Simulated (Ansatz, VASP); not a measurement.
One calculation of AlRu, two programs

INCAR

```
SYSTEM = AlRu
ALGO = Fast
EDIFF = 1E-6
ENCUT = 520
GGA = PE
ISIF = 2
ISMEAR = 0
LASPH = .TRUE.
LCHARG = .FALSE.
LREAL = .FALSE.
LWAVE = .FALSE.
NBANDS = 16
NELM = 80
PREC = Accurate
SIGMA = 0.15
```

Contents of KPOINTS:

```
k-points
0
G
  16 16 16
  0 0 0
```

The input POSCAR:

```
AlRu
1.0
    2.9916000000      0.0000000000      0.0000000000
    0.0000000000      2.9916000000      0.0000000000
    0.0000000000      0.0000000000      2.9916000000
Al Ru
1 1
Direct
   -0.0752105897      0.0000000000     -0.0752105897
    0.5000000000      0.5000000000      0.5000000000
```

Input for Ansatz:

```yaml
crystal:
  lattice:
    - [2.9916, 0.0, 0.0]
    - [0.0, 2.9916, 0.0]
    - [0.0, 0.0, 2.9916]
  atoms:
    - { symbol: Al, position: [-0.0752105897, 0.0, -0.0752105897] }
    - { symbol: Ru, position: [0.5, 0.5, 0.5] }
basis:
  ecutwfc: 420
kpoints:
  mp_grid: { grid: [16, 16, 16] }
hamiltonian:
  xc: pbe
scf:
  occupations: { method: gaussian, width: 0.15 }
output:
  forces: true
  stress: true
  eigenvalues: true
```

Alike in both runs: task single point; functional PBE; k mesh 16 × 16 × 16; occupations gaussian, width 0.15 eV; no spin polarisation.

```csv
,VASP,Ansatz
version,VASP 6.6.1,Ansatz 0.2.0
potentials or method,"VASP PAW PBE potentials, release 64 (Al, Ru_pv), cutoff 520 eV","scalar-relativistic, plane waves, PAW"
valence electrons in the cell,17,19
```

|  | VASP | Ansatz | Ansatz less VASP |
| --- | --- | --- | --- |
| gap on the k mesh at the Fermi level (eV) | none | none | - |
| pressure (GPa) | 10.6 | 10.5 | -0.05 |
| traceless stress, the component that is largest in VASP (GPa) | 7.79 | 7.71 | -0.079 |
| rms of the force components (eV/Å) | 1.638 | 1.626 | -0.0112 |

Atom by atom the forces differ by 0.011 eV/Å (rms over components). A gap of «none» marks a metal or a gap that the smearing closes. VASP's potentials hold 17 valence electrons a cell and Ansatz's 19, so a difference there can come from the potentials and not from the codes.
